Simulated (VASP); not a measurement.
# PtS2 (P1) in VASP: single point with PBE+D3(BJ)

Aim: the single point of PtS2 with PBE+D3(BJ).

Everything below comes from runs of VASP 6.6.1. Logs are shortened: lines on timing, memory, paths and dates and some standing lists are left out, and cuts for length are marked.

### 1 The cell of the first run

The typed cell holds 3 atoms: a = 3.583 Å, b = 3.583 Å, c = 4.663 Å, α = 90.00°, β = 90.00°, γ = 120.00°.

### 2 Single point, PBE+D3(BJ) (mode 4 frozen in at -0.172 Å and mode 6 at -0.065 Å (largest displacements))

The input, INCAR:

```
SYSTEM = PtS2
ALGO = Normal
EDIFF = 1E-7
ENCUT = 520
GGA = PE
ISIF = 2
ISMEAR = 0
IVDW = 12
LASPH = .TRUE.
LCHARG = .FALSE.
LREAL = .FALSE.
LWAVE = .FALSE.
NBANDS = 18
NELM = 60
PREC = Accurate
SIGMA = 0.03
```

The input, KPOINTS:

```
k-points
0
G
  12 12 8
  0 0 0
```

The input, POSCAR:

```
PtS2
1.0
    3.5832742325      0.0000000000      0.0000000000
   -1.7916371163      3.1032065141      0.0000000000
    0.0000000000      0.0000000000      4.6628322088
Pt S
1 2
Direct
    0.0059621812      0.0000000000      0.0000000000
    0.2671927076      0.6666666667      0.2587415406
    0.6965276243      0.3333333333      0.7412584594
```

Potentials or basis: VASP PAW PBE potentials, release 64 (Pt, S).

Started as:

```
> cat potpaw_PBE.64/Pt/POTCAR potpaw_PBE.64/S/POTCAR > POTCAR
> mpirun -np 1 vasp_std > vasp.out
```

OUTCAR:

```text
SYSTEM = PtS2
   EDIFF = 1E-7
   ENCUT = 520
   GGA = PE
   ISIF = 2
   ISMEAR = 0
   IVDW = 12
   LASPH = .TRUE.
   LREAL = .FALSE.
   NELM = 60
   PREC = Accurate
 IVDW          = 12

 ion  position               nearest neighbor table
   1  0.006  0.000  0.000-   2 2.21   3 2.33   3 2.40   2 2.41   3 2.46   2 2.59
   2  0.267  0.667  0.259-   1 2.21   1 2.41   1 2.59
   3  0.697  0.333  0.741-   1 2.33   1 2.40   1 2.46

  LATTYP: Found a hexagonal cell.
 ALAT       =     3.5832742325
 C/A-ratio  =     1.3012769624

  Lattice vectors:

 A1 = (   3.5832742325,   0.0000000000,   0.0000000000)
 A2 = (  -1.7916371163,   3.1032065141,   0.0000000000)
 A3 = (   0.0000000000,   0.0000000000,   4.6628322088)

Analysis of symmetry for initial positions (statically):
=====================================================================
 Subroutine PRICEL returns:
 Original cell was already a primitive cell.

 Routine SETGRP: Setting up the symmetry group for a
 hexagonal supercell.

 Subroutine GETGRP returns: Found  1 space group operations
 (whereof  1 operations were pure point group operations)
 out of a pool of 24 trial point group operations.

The static configuration has the point symmetry C_1 .

Analysis of symmetry for dynamics (positions and initial velocities):
=====================================================================
 Subroutine PRICEL returns:
 Original cell was already a primitive cell.

 Routine SETGRP: Setting up the symmetry group for a
 hexagonal supercell.

 Subroutine GETGRP returns: Found  1 space group operations
 (whereof  1 operations were pure point group operations)
 out of a pool of 24 trial point group operations.

The dynamic configuration has the point symmetry C_1 .

 Subroutine INISYM returns: Found  1 space group operations
 (whereof  1 operations are pure point group operations),
 and found     1 'primitive' translations

----------------------------------------------------------------------------------------

                                     Primitive cell

  volume of cell :      51.8490

  direct lattice vectors                    reciprocal lattice vectors
     3.583274232  0.000000000  0.000000000     0.279074370  0.161123663  0.000000000
    -1.791637116  3.103206514  0.000000000     0.000000000  0.322247326  0.000000000
     0.000000000  0.000000000  4.662832209     0.000000000  0.000000000  0.214461931

  length of vectors
     3.583274232  3.583274233  4.662832209     0.322247326  0.322247326  0.214461931

  position of ions in fractional coordinates (direct lattice)
     0.005962181  0.000000000  0.000000000
     0.267192708  0.666666667  0.258741541
     0.696527624  0.333333333  0.741258459

  ion indices of the primitive-cell ions
   primitive index   ion index
                 1           1
                 2           2
                 3           3

----------------------------------------------------------------------------------------

 KPOINTS: k-points

Automatic generation of k-mesh.
 Grid dimensions read from file:
 generate k-points for:   12   12    8

 Generating k-lattice:

  Cartesian coordinates                     Fractional coordinates (reciprocal lattice)
     0.023256198  0.013426972  0.000000000     0.083333333  0.000000000  0.000000000
     0.000000000  0.026853944  0.000000000     0.000000000  0.083333333  0.000000000
     0.000000000  0.000000000  0.026807741     0.000000000  0.000000000  0.125000000

  Length of vectors
     0.026853944  0.026853944  0.026807741

  Shift w.r.t. Gamma in fractional coordinates (k-lattice)
     0.000000000  0.000000000  0.000000000

 Subroutine IBZKPT returns following result:
 ===========================================

 Found    580 irreducible k-points:

 Following reciprocal coordinates:
            Coordinates               Weight
  0.000000  0.000000  0.000000      1.000000
  0.083333  0.000000  0.000000      2.000000
  0.000000  0.083333  0.000000      2.000000
 -0.083333  0.083333  0.000000      2.000000
  0.166667  0.000000  0.000000      2.000000
  0.000000  0.166667  0.000000      2.000000
[... 16 lines left out ...]
  0.166667  0.083333  0.000000      2.000000
 -0.083333  0.250000  0.000000      2.000000
 [... further k-points ...]
   k-points           NKPTS =    580   k-points in BZ     NKDIM =    580   number of bands    NBANDS=     18
   number of dos      NEDOS =    301   number of ions     NIONS =      3
   total plane-waves  NPLWV =  28224
   dimension x,y,z NGX =    28 NGY =   28 NGZ =   36
   dimension x,y,z NGXF=    56 NGYF=   56 NGZF=   72
   ions per type =               1   2
   NGX,Y,Z   is equivalent  to a cutoff of  12.99, 12.99, 12.84 a.u.
   NGXF,Y,Z  is equivalent  to a cutoff of  25.98, 25.98, 25.67 a.u.
 SYSTEM =  PtS2
   PREC   = accura    normal or accurate (medium, high low for compatibility)
   ISTART =      0    job   : 0-new  1-cont  2-samecut
   ICHARG =      2    charge: 1-file 2-atom 10-const
   ISPIN  =      1    spin polarized calculation?
   LNONCOLLINEAR =      F non collinear calculations
   LSORBIT =      F    spin-orbit coupling
   LASPH  =      T    aspherical Exc in radial PAW
   ENCUT  =  520.0 eV  38.22 Ry    6.18 a.u.   6.66  6.66  8.67*2*pi/ulx,y,z
   NELM   =     60;   NELMIN=  2; NELMDL= -5     # of ELM steps
   EDIFF  = 0.1E-06   stopping-criterion for ELM
   LREAL  =      F    real-space projection
   EDIFFG = 0.1E-05   stopping-criterion for IOM
   NSW    =      0    number of steps for IOM
   IBRION =     -1    ionic relax: 0-MD 1-quasi-New 2-CG
   NFREE  =      0    steps in history (QN), initial steepest desc. (CG)
   ISIF   =      2    stress and relaxation
   ISYM   =      2    0-nonsym 1-usesym 2-fastsym
   POTIM  = 0.5000    time-step for ionic-motion
   TEBEG  =    0.0;   TEEND  =   0.0 temperature during run
   PSTRESS=    0.0 pullay stress
   NELECT =      22.0000    total number of electrons
   NUPDOWN=      -1.0000    fix difference up-down
   EMIN   =  10.00;   EMAX   =-10.00  energy-range for DOS
   EFERMI =   0.00;   METHOD = LEGACY
   ISMEAR =     0;   SIGMA  =   0.03  broadening in eV -4-tet -1-fermi 0-gaus
   EFERMI_NEDOS =   21; number of points for ismear=-14 and -15
   IALGO  =     38    algorithm
   IMIX   =      4    mixing-type and parameters
     AMIX     =   0.40;   BMIX     =  1.00
     AMIX_MAG =   1.60;   BMIX_MAG =  1.00
  volume/ion in A,a.u.               =      17.28       116.63
  Fermi-wavevector in a.u.,A,eV,Ry     =   1.230181  2.324704 20.590301  1.513344
  Thomas-Fermi vector in A             =   2.365039
   LORBIT       =      0    0 simple, 1 ext, 2 COOP (PROOUT), +10 PAW based schemes
   GGA     = PE    functional components
   LHFCALC =     F    Hartree Fock is set to
   AEXX    =    0.0000 exact exchange contribution
   IVDW    =    12    specifies the selected vdW correction
   LEPSILON=     F    determine dielectric tensor
   LRPA    =     F    only Hartree local field effects (RPA)
 non-spin polarized calculation
 Gauss-broadening in eV      SIGMA  =   0.03
  energy-cutoff  :      520.00
  volume of cell :       51.85
 maximum number of plane-waves:      1421
   NGX = 13   NGY = 13   NGZ = 17

 number of electron      21.9999999 magnetization

 Free energy of the ion-electron system (eV)
  ---------------------------------------------------
  ext. energy  EPLUGINS =         0.00000000
  ---------------------------------------------------
  free energy    TOTEN  =       -14.95857361 eV

  energy without entropy =      -14.95844464  energy(sigma->0) =      -14.95850912

 E-fermi :   7.8430     XC(G=0): -11.0310

 val. band max:        7.8356990891   @ k =  -0.1667  -0.0000   0.2500
 cond. band min:       7.8430180010   @ k =  -0.2500  -0.0833   0.2500
 fundamental gap:      0.0073189118
 Fermi energy:         7.8429668901

 k-point     1 :       0.0000    0.0000    0.0000
  band No.  band energies     occupation
      1      -8.0930      2.00000
      2      -4.5833      2.00000
      3       0.1450      2.00000
      4       0.6945      2.00000
      5       1.1159      2.00000
      6       3.5734      2.00000
[... 10 lines left out ...]
     17      16.2586      0.00000
     18      19.3739      0.00000

 k-point     2 :       0.0833    0.0000    0.0000
  band No.  band energies     occupation
      1      -8.0131      2.00000
      2      -4.6349      2.00000
      3       0.2210      2.00000
      4       0.7333      2.00000
      5       1.1875      2.00000
      6       3.5185      2.00000
[... 10 lines left out ...]
     17      16.4232      0.00000
     18      18.6494      0.00000

 k-point     3 :       0.0000    0.0833    0.0000
  band No.  band energies     occupation
      1      -8.0065      2.00000
      2      -4.6472      2.00000
      3       0.2386      2.00000
      4       0.7875      2.00000
      5       1.1715      2.00000
      6       3.4331      2.00000
[... 10 lines left out ...]
     17      16.2930      0.00000
     18      18.1745      0.00000

 k-point     4 :      -0.0833    0.0833    0.0000
  band No.  band energies     occupation
      1      -8.0039      2.00000
      2      -4.6545      2.00000
      3       0.2554      2.00000
      4       0.8102      2.00000
      5       1.1943      2.00000
      6       3.3914      2.00000
[... 10 lines left out ...]
     17      16.0484      0.00000
     18      18.1216      0.00000

 k-point     5 :       0.1667    0.0000    0.0000
  band No.  band energies     occupation
      1      -7.7822      2.00000
      2      -4.7761      2.00000
      3       0.4321      2.00000
      4       0.8333      2.00000
      5       1.4013      2.00000
      6       3.2942      2.00000
[... 10 lines left out ...]
     17      16.9076      0.00000
     18      17.7602      0.00000

 k-point     6 :       0.0000    0.1667    0.0000
  band No.  band energies     occupation
      1      -7.7555      2.00000
      2      -4.8179      2.00000
      3       0.5079      2.00000
      4       1.0295      2.00000
      5       1.3300      2.00000
      6       3.0464      2.00000
[... 10 lines left out ...]
     17      16.5333      0.00000
     18      17.2930      0.00000

 k-point     7 :      -0.1667    0.1667    0.0000
  band No.  band energies     occupation
      1      -7.7461      2.00000
      2      -4.8376      2.00000
      3       0.5730      2.00000
      4       1.1233      2.00000
      5       1.4196      2.00000
      6       2.8160      2.00000
[... 10 lines left out ...]
     17      15.8607      0.00000
     18      16.9478      0.00000

 k-point     8 :       0.2500    0.0000    0.0000
  band No.  band energies     occupation
      1      -7.4281      2.00000
      2      -4.9752      2.00000
      3       0.7245      2.00000
      4       0.9538      2.00000
      5       1.7190      2.00000
      6       2.7570      2.00000
[... 10 lines left out ...]
     17      16.6864      0.00000
     18      17.2632      0.00000
[... 229 lines left out ...]
     17      15.1402      0.00000
     18      19.1610      0.00000

 k-point    20 :       0.0833    0.0833    0.0000
  band No.  band energies     occupation
      1      -7.8528      2.00000
      2      -4.7370      2.00000
      3       0.3617      2.00000
      4       0.8494      2.00000
      5       1.2799      2.00000
      6       3.3228      2.00000
[... 10 lines left out ...]
     17      16.7042      0.00000
     18      17.9415      0.00000

 k-point    21 :      -0.0833    0.1667    0.0000
  band No.  band energies     occupation
      1      -7.8272      2.00000
      2      -4.7846      2.00000
      3       0.4726      2.00000
      4       1.0359      2.00000
      5       1.3230      2.00000
      6       3.0797      2.00000
[... 10 lines left out ...]
     17      16.2931      0.00000
     18      17.0907      0.00000

 k-point    22 :      -0.1667    0.0833    0.0000
  band No.  band energies     occupation
      1      -7.8458      2.00000
      2      -4.7544      2.00000
      3       0.4160      2.00000
      4       0.8979      2.00000
      5       1.3525      2.00000
      6       3.2318      2.00000
[... 10 lines left out ...]
     17      16.4685      0.00000
     18      17.5460      0.00000

 k-point    23 :       0.1667    0.0833    0.0000
  band No.  band energies     occupation
      1      -7.5597      2.00000
      2      -4.9031      2.00000
      3       0.5817      2.00000
      4       0.9774      2.00000
      5       1.5156      2.00000
      6       3.0469      2.00000
[... 10 lines left out ...]
     17      16.9458      0.00000
     18      17.3508      0.00000

 k-point    24 :      -0.0833    0.2500    0.0000
  band No.  band energies     occupation
      1      -7.5018      2.00000
      2      -4.9838      2.00000
      3       0.8456      2.00000
      4       1.2918      2.00000
      5       1.5742      2.00000
      6       2.5764      2.00000
[... 10 lines left out ...]
     17      16.2435      0.00000
     18      17.3481      0.00000

 [... further k-points ...]

------------------------ aborting loop because EDIFF is reached ----------------------------------------

 Edisp (eV)   -1.35399

 E8    (eV) :    -0.5436

  FORCE on cell =-STRESS in cart. coord.  units (eV):
  Direction    XX          YY          ZZ          XY          YZ          ZX
  --------------------------------------------------------------------------------------
  -------------------------------------------------------------------------------------
  Total       1.48707     0.50688     1.12991    -1.73743    -0.95097     3.38661
  in kB      45.95155    15.66316    34.91503   -53.68812   -29.38562   104.64898
  external pressure =       32.18 kB  Pullay stress =        0.00 kB

 VOLUME and BASIS-vectors are now :
 -----------------------------------------------------------------------------
  energy-cutoff  :      520.00
  volume of cell :       51.85
      direct lattice vectors                 reciprocal lattice vectors
     3.583274232  0.000000000  0.000000000     0.279074370  0.161123663  0.000000000
    -1.791637116  3.103206514  0.000000000     0.000000000  0.322247326  0.000000000
     0.000000000  0.000000000  4.662832209     0.000000000  0.000000000  0.214461931

 POSITION                                       TOTAL-FORCE (eV/Angst)
 -----------------------------------------------------------------------------------
      0.02136      0.00000      0.00000        -1.441419      0.483423     -0.555834
     -0.23700      2.06880      1.20647         2.421469     -0.660132      0.819795
      1.89864      1.03440      3.45636        -0.980050      0.176709     -0.263961
 -----------------------------------------------------------------------------------
    total drift:                                0.000065      0.000001      0.000013

  FREE ENERGIE OF THE ION-ELECTRON SYSTEM (eV)
  ---------------------------------------------------
  free  energy   TOTEN  =       -16.3125646560 eV

  energy  without entropy=      -16.3124356879  energy(sigma->0) =      -16.31250017
```

Run time: 8.6 min. Hardware: 1 thread of Intel Xeon Platinum 8488C (Sapphire Rapids), shared host; peak memory 0.58 GiB.

What came out:

```
Free energy                : -16.3126 eV
Pressure                   : 3.2 GPa
Largest force              : 2.640 eV/Å
Band gap on the k mesh     : zero (band 11 reaches 7.96 eV, above the bottom of band 12 at 7.83 eV)
Dispersion energy per atom : -0.451 eV
```

Forces on the atoms (eV/Å):
```
Pt  -1.441  0.483 -0.556
S    2.421 -0.660  0.820
S   -0.980  0.177 -0.264
```

Caveat: the cell differs from its parent crystal (mode 4 frozen in at -0.172 Å and mode 6 at -0.065 Å (largest displacements)); spin-orbit coupling is left out, which moves the levels of the heavy elements; pairwise dispersion overbinds metals, which lowers pressure and volume; forces of over 1 eV/Å act on the atoms, so gaps and moduli don't describe the material at rest.
